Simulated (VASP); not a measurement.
# Pd (P6_3/mmc) in VASP: density of states with PBE

Aim: the density of states of Pd with PBE.

All numbers are computed with VASP 6.6.1; they aren't measurements. Logs are shortened: lines on timing, memory, paths and dates and some standing lists are left out, and cuts for length are marked.

## Step 1: The cell of the first run

Symmetry: P6_3/mmc, No. 194, hexagonal system. Conventional cell: a = 2.784 Å, b = 2.784 Å, c = 4.629 Å, α = 90.00°, β = 90.00°, γ = 120.00°. Within 3.7 Å of Pd (site symmetry -6m2) lie 12 Pd at 2.78 to 2.82 Å.

## Step 2: Density of states, PBE, collinear spin, ferromagnetic start

POSCAR reads:

```
Pd
1.0
    2.7836650458      0.0000000000      0.0000000000
   -1.3918325229      2.4107246453      0.0000000000
    0.0000000000      0.0000000000      4.6288930000
Pd
2
Direct
    0.6666666667      0.3333333333      0.7500000000
    0.3333333333      0.6666666667      0.2500000000
```

INCAR.step1 reads:

```
PREC = Accurate
ENCUT = 520
EDIFF = 1E-6
ISMEAR = -1
SIGMA = 0.05
LREAL = False
LASPH = True
NELM = 150
ALGO = Normal
ISIF = 2
LWAVE = False
LCHARG = True
ISPIN = 2
MAGMOM = 0.4 0.4
LMAXMIX = 4
GGA = PE
NBANDS = 21
```

KPOINTS.step1 reads:

```
Automatic mesh
0
Gamma
  14 14 7
```

INCAR.step2 reads:

```
PREC = Accurate
ENCUT = 520
EDIFF = 1E-6
ISMEAR = -5
SIGMA = 0.05
LREAL = False
LASPH = True
NELM = 150
ALGO = Normal
ISIF = 2
LWAVE = False
LCHARG = False
ISPIN = 2
MAGMOM = 0.4 0.4
LORBIT = 11
LMAXMIX = 4
GGA = PE
NEDOS = 1001
ICHARG = 11
```

KPOINTS.step2 reads:

```
Automatic mesh
0
Gamma
  21 21 11
```

Potentials or basis: VASP PAW PBE potentials, release 64 (Pd).

Command:

```bash
$ cat potpaw_PBE.64/Pd/POTCAR > POTCAR
$ cp INCAR.step1 INCAR
$ cp KPOINTS.step1 KPOINTS
$ mpirun -np 1 vasp_std > vasp.out
$ cp INCAR.step2 INCAR
$ cp KPOINTS.step2 KPOINTS
$ mpirun -np 1 vasp_std > vasp.out
```

OUTCAR:

```text
PREC = Accurate
   ENCUT = 520
   EDIFF = 1E-6
   ISMEAR = -5
   LREAL = False
   LASPH = True
   NELM = 150
   ISIF = 2
   ISPIN = 2
   LORBIT = 11
   GGA = PE
   ICHARG = 11

 ion  position               nearest neighbor table
   1  0.667  0.333  0.750-   2 2.82   2 2.82   2 2.82   2 2.82   2 2.82   2 2.82
   2  0.333  0.667  0.250-   1 2.82   1 2.82   1 2.82   1 2.82   1 2.82   1 2.82

  LATTYP: Found a hexagonal cell.
 ALAT       =     2.7836650458
 C/A-ratio  =     1.6628771507

  Lattice vectors:

 A1 = (   2.7836650458,   0.0000000000,   0.0000000000)
 A2 = (  -1.3918325229,   2.4107246453,   0.0000000000)
 A3 = (   0.0000000000,   0.0000000000,   4.6288930000)

Analysis of symmetry for initial positions (statically):
=====================================================================
 Subroutine PRICEL returns:
 Original cell was already a primitive cell.

 Routine SETGRP: Setting up the symmetry group for a
 hexagonal supercell.

 Subroutine GETGRP returns: Found 24 space group operations
 (whereof 12 operations were pure point group operations)
 out of a pool of 24 trial point group operations.

The static configuration has the point symmetry D_3d.
 The point group associated with its full space group is D_6h.

Analysis of symmetry for dynamics (positions and initial velocities):
=====================================================================
 Subroutine PRICEL returns:
 Original cell was already a primitive cell.

 Routine SETGRP: Setting up the symmetry group for a
 hexagonal supercell.

 Subroutine GETGRP returns: Found 24 space group operations
 (whereof 12 operations were pure point group operations)
 out of a pool of 24 trial point group operations.

The dynamic configuration has the point symmetry D_3d.
 The point group associated with its full space group is D_6h.

Analysis of structural, dynamic, and magnetic symmetry:
=====================================================================
 Subroutine PRICEL returns:
 Original cell was already a primitive cell.

 Routine SETGRP: Setting up the symmetry group for a
 hexagonal supercell.

 Subroutine GETGRP returns: Found 24 space group operations
 (whereof 12 operations were pure point group operations)
 out of a pool of 24 trial point group operations.

The overall configuration has the point symmetry D_3d.
 The point group associated with its full space group is D_6h.

 Subroutine INISYM returns: Found 24 space group operations
 (whereof 12 operations are pure point group operations),
 and found     1 'primitive' translations

----------------------------------------------------------------------------------------

                                     Primitive cell

  volume of cell :      31.0629

  direct lattice vectors                    reciprocal lattice vectors
     2.783665046  0.000000000  0.000000000     0.359238624  0.207406516  0.000000000
    -1.391832523  2.410724645  0.000000000     0.000000000  0.414813032  0.000000000
     0.000000000  0.000000000  4.628893000     0.000000000  0.000000000  0.216034374

  length of vectors
     2.783665046  2.783665046  4.628893000     0.414813032  0.414813032  0.216034374

  position of ions in fractional coordinates (direct lattice)
     0.666666667  0.333333333  0.750000000
     0.333333333  0.666666667  0.250000000

  ion indices of the primitive-cell ions
   primitive index   ion index
                 1           1
                 2           2

----------------------------------------------------------------------------------------

 KPOINTS: Automatic mesh

Automatic generation of k-mesh.
 Grid dimensions read from file:
 generate k-points for:   21   21   11

 Generating k-lattice:

  Cartesian coordinates                     Fractional coordinates (reciprocal lattice)
     0.017106601  0.009876501  0.000000000     0.047619048  0.000000000  0.000000000
[... 41 lines left out ...]
  0.190476  0.095238  0.000000     12.000000
 [... further k-points ...]
   k-points           NKPTS =    288   k-points in BZ     NKDIM =    288   number of bands    NBANDS=     14
   number of dos      NEDOS =   1001   number of ions     NIONS =      2
   total plane-waves  NPLWV =  20736
   dimension x,y,z NGX =    24 NGY =   24 NGZ =   36
   dimension x,y,z NGXF=    48 NGYF=   48 NGZF=   72
   ions per type =               2
   NGX,Y,Z   is equivalent  to a cutoff of  14.33, 14.33, 12.93 a.u.
   NGXF,Y,Z  is equivalent  to a cutoff of  28.67, 28.67, 25.86 a.u.
 SYSTEM =  unknown system
   PREC   = accura    normal or accurate (medium, high low for compatibility)
   ISTART =      0    job   : 0-new  1-cont  2-samecut
   ICHARG =     11    charge: 1-file 2-atom 10-const
   ISPIN  =      2    spin polarized calculation?
   LNONCOLLINEAR =      F non collinear calculations
   LSORBIT =      F    spin-orbit coupling
   LASPH  =      T    aspherical Exc in radial PAW
   ENCUT  =  520.0 eV  38.22 Ry    6.18 a.u.   5.18  5.18  8.61*2*pi/ulx,y,z
   NELM   =    150;   NELMIN=  2; NELMDL=  0     # of ELM steps
   EDIFF  = 0.1E-05   stopping-criterion for ELM
   LREAL  =      F    real-space projection
   EDIFFG = 0.1E-04   stopping-criterion for IOM
   NSW    =      0    number of steps for IOM
   IBRION =     -1    ionic relax: 0-MD 1-quasi-New 2-CG
   NFREE  =      0    steps in history (QN), initial steepest desc. (CG)
   ISIF   =      2    stress and relaxation
   ISYM   =      2    0-nonsym 1-usesym 2-fastsym
   POTIM  = 0.5000    time-step for ionic-motion
   TEBEG  =    0.0;   TEEND  =   0.0 temperature during run
   PSTRESS=    0.0 pullay stress
   NELECT =      20.0000    total number of electrons
   NUPDOWN=      -1.0000    fix difference up-down
   EMIN   =  10.00;   EMAX   =-10.00  energy-range for DOS
   EFERMI =   0.00;   METHOD = LEGACY
   ISMEAR =    -5;   SIGMA  =   0.05  broadening in eV -4-tet -1-fermi 0-gaus
   EFERMI_NEDOS =   21; number of points for ismear=-14 and -15
   IALGO  =     38    algorithm
   IMIX   =      4    mixing-type and parameters
     AMIX     =   0.40;   BMIX     =  1.00
     AMIX_MAG =   1.60;   BMIX_MAG =  1.00
  volume/ion in A,a.u.               =      15.53       104.81
  Fermi-wavevector in a.u.,A,eV,Ry     =   1.413636  2.671385 27.189429  1.998367
  Thomas-Fermi vector in A             =   2.535261
   LORBIT       =     11    0 simple, 1 ext, 2 COOP (PROOUT), +10 PAW based schemes
   GGA     = PE    functional components
   LHFCALC =     F    Hartree Fock is set to
   AEXX    =    0.0000 exact exchange contribution
   IVDW    =     0    specifies the selected vdW correction
   LEPSILON=     F    determine dielectric tensor
   LRPA    =     F    only Hartree local field effects (RPA)
 spin polarized calculation
 Fermi weights with tetrahedron method with Bloechl corrections
  energy-cutoff  :      520.00
  volume of cell :       31.06
 maximum number of plane-waves:       851
 NGX is ok and might be reduce to    24

 number of electron      20.0000008 magnetization       0.7616029

 Free energy of the ion-electron system (eV)
  ---------------------------------------------------
  ext. energy  EPLUGINS =         0.00000000
  ---------------------------------------------------
  free energy    TOTEN  =       -10.37595894 eV

  energy without entropy =      -10.37595894  energy(sigma->0) =      -10.37595894

 E-fermi :   8.9550     XC(G=0): -12.8632

 val. band max:        9.0382419843   @ k =   0.4286   0.0000   0.3636
 cond. band min:       8.7675106039   @ k =   0.0000   0.0000   0.1818
 fundamental gap:     -0.2707313804
 Fermi energy:         8.9549929883

 spin component 1

 k-point     1 :       0.0000    0.0000    0.0000
  band No.  band energies     occupation
      1       2.1773      1.00000
      2       3.9229      1.00000
      3       6.0829      1.00000
      4       6.2783      1.00000
      5       6.2783      1.00000
      6       6.6011      1.00000
      7       6.6011      1.00000
      8       7.2543      1.00000
      9       7.2543      1.00000
     10       8.5739      1.00000
     11       8.5739      1.00000
     12       9.9172      0.00000
     13      15.4958      0.00000
     14      26.0183      0.00000
[... 379 lines left out ...]
      3       5.5349      1.00000
      4       5.6863      1.00000
      5       6.2724      1.00000
      6       6.5104      1.00000
      7       7.0149      1.00000
      8       7.1389      1.00000
      9       7.5317      1.00000
     10       7.9158      1.00000
     11       8.7013      1.00000
     12      14.2979      0.00000
     13      15.7762      0.00000
     14      21.8916      0.00000

 [... further k-points ...]

 spin component 2

 k-point     1 :       0.0000    0.0000    0.0000
  band No.  band energies     occupation
      1       2.2005      1.00000
      2       4.1193      1.00000
      3       6.3777      1.00000
      4       6.5604      1.00000
      5       6.5604      1.00000
      6       6.8914      1.00000
      7       6.8914      1.00000
      8       7.5085      1.00000
      9       7.5085      1.00000
     10       8.8470      1.00000
     11       8.8470      1.00000
     12       9.9161      0.00000
     13      15.6870      0.00000
     14      26.0074      0.00000
[... 379 lines left out ...]
      3       5.7796      1.00000
      4       5.8746      1.00000
      5       6.5423      1.00000
      6       6.7455      1.00000
      7       7.3170      1.00000
      8       7.3696      1.00000
      9       7.8314      1.00000
     10       8.2109      1.00000
     11       8.9774     -0.08002
     12      14.3939      0.00000
     13      15.9300      0.00000
     14      21.9765      0.00000

 [... further k-points ...]
[... 5 lines left out ...]
  --------------------------------------------------------------------------------------
  -------------------------------------------------------------------------------------
  Total       -0.0302639     -0.0302639     -0.1299535     -0.0000000      0.0000000     -0.0000000
  in kB       -1.5609652     -1.5609652     -6.7028113     -0.0000000      0.0000000     -0.0000000
  external PRESSURE =      -3.2749139 kB  Pullay stress =       0.0000000 kB

 VOLUME and BASIS-vectors are now :
 -----------------------------------------------------------------------------
  energy-cutoff  :      520.00
  volume of cell :       31.06
      direct lattice vectors                 reciprocal lattice vectors
     2.783665046  0.000000000  0.000000000     0.359238624  0.207406516  0.000000000
    -1.391832523  2.410724645  0.000000000     0.000000000  0.414813032  0.000000000
     0.000000000  0.000000000  4.628893000     0.000000000  0.000000000  0.216034374

 POSITION                                       TOTAL-FORCE (eV/Angst)
 -----------------------------------------------------------------------------------
      1.39183      0.80357      3.47167         0.000000     -0.000000      0.000000
     -0.00000      1.60715      1.15722        -0.000000      0.000000      0.000000
 -----------------------------------------------------------------------------------
    total drift:                               -0.000000      0.000000     -0.000000

  FREE ENERGIE OF THE ION-ELECTRON SYSTEM (eV)
  ---------------------------------------------------
  free  energy   TOTEN  =       -10.3759589374 eV

  energy  without entropy=      -10.3759589374  energy(sigma->0) =      -10.37595894

 total charge

# of ion       s       p       d       tot
------------------------------------------
    1        0.461   0.423   8.457   9.341
    2        0.461   0.423   8.457   9.341
--------------------------------------------------
tot          0.922   0.847  16.915  18.683

 magnetization (x)

# of ion       s       p       d       tot
------------------------------------------
    1       -0.002  -0.009   0.407   0.396
    2       -0.002  -0.009   0.407   0.396
--------------------------------------------------
tot         -0.005  -0.018   0.814   0.791
```

Run time: 3 min. Hardware: 1 thread of Intel Xeon Platinum 8488C (Sapphire Rapids), shared host; peak memory 0.31 GiB.

What came out:

```yaml
Net_moment: 0.76 μB per cell
Site_moments: Pd +0.40 μB
Valence_electrons_inside_the_program's_atomic_spheres: Pd 9.34
```

Levels at points of the mesh, in eV from the Fermi level:
Spin up:
| k point | band 7 | band 8 | band 9 | band 10 | band 11 | band 12 | band 13 | band 14 |
| --- | --- | --- | --- | --- | --- | --- | --- | --- |
| (0.00, 0.00, 0.00) | -2.35 | -1.70 | -1.70 | -0.38 | -0.38 | 0.96 | 6.54 | 17.06 |
Spin down:
| k point | band 7 | band 8 | band 9 | band 10 | band 11 | band 12 | band 13 | band 14 |
| --- | --- | --- | --- | --- | --- | --- | --- | --- |
| (0.00, 0.00, 0.00) | -2.06 | -1.45 | -1.45 | -0.11 | -0.11 | 0.96 | 6.73 | 17.05 |

Caveat: tetrahedron occupations give inexact forces and stress in metals.
